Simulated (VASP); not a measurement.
Here is a VASP 6.6.1 calculation.

The input INCAR:

```
SYSTEM = Si2MoN4
PREC     = Accurate       ! precision mode
ENCUT    = 520            ! plane-wave cutoff, eV
EDIFF    = 1E-6           ! SCF threshold, eV
ISMEAR   = 0              ! smearing method
SIGMA    = 0.03           ! smearing width, eV
LREAL    = .False.        ! projectors in reciprocal space
LASPH    = .True.         ! aspherical terms in the spheres
NELM     = 120            ! most SCF steps
ALGO     = Normal         ! electronic algorithm
ISIF     = 2              ! what is computed and relaxed
LWAVE    = .False.        ! write WAVECAR
LCHARG   = .False.        ! write CHGCAR
LDIPOL   = .True.       
IDIPOL   = 3            
DIPOL    = 0.5 0.5 0.278
GGA      = PE             ! functional
IVDW     = 12             ! dispersion correction
NBANDS   = 30             ! bands
GGA_COMPAT= .False.      
NELMDL   = -8
```

File KPOINTS:

```
regular mesh
0
Gamma
  18 18 1
  0 0 0
```

POSCAR

```
Si2MoN4
1.0
    2.8939869396      0.0000000000      0.0000000000
   -1.4469934698      2.5062662079      0.0000000000
    0.0000000000      0.0000000000     37.8000000028
N Si Mo
4 2 1
Direct
    0.3333333333      0.6666666667      0.1853470995
    0.6666666667      0.3333333333      0.2448895116
    0.6666666667      0.3333333333      0.3106660439
    0.3333333333      0.6666666667      0.3702084560
    0.6666666667      0.3333333333      0.1988565556
    0.6666666667      0.3333333333      0.3566989999
    0.0000000000      0.0000000000      0.2777777778
```

Potentials or basis: VASP PAW PBE potentials, release 64 (N, Si, Mo_sv).

The run is started by

```bash
$ cat potpaw_PBE.64/N/POTCAR potpaw_PBE.64/Si/POTCAR potpaw_PBE.64/Mo_sv/POTCAR > POTCAR
$ mpirun -np 1 vasp_std > vasp.out
```

Task: Estimate the band gap on the k mesh.

Result: 1.78 eV (least direct gap 2.10 eV).

Task: Estimate the dispersion energy per atom.

Result: -0.264 eV.

Task: Estimate the largest force.

Result: 0.038 eV/Å.

Forces on the atoms (eV/Å):
```
N    0.000  0.000  0.015
N    0.000  0.000 -0.038
N    0.000  0.000  0.038
N    0.000  0.000 -0.015
Si   0.000  0.000 -0.012
Si   0.000  0.000  0.012
Mo   0.000  0.000  0.000
```
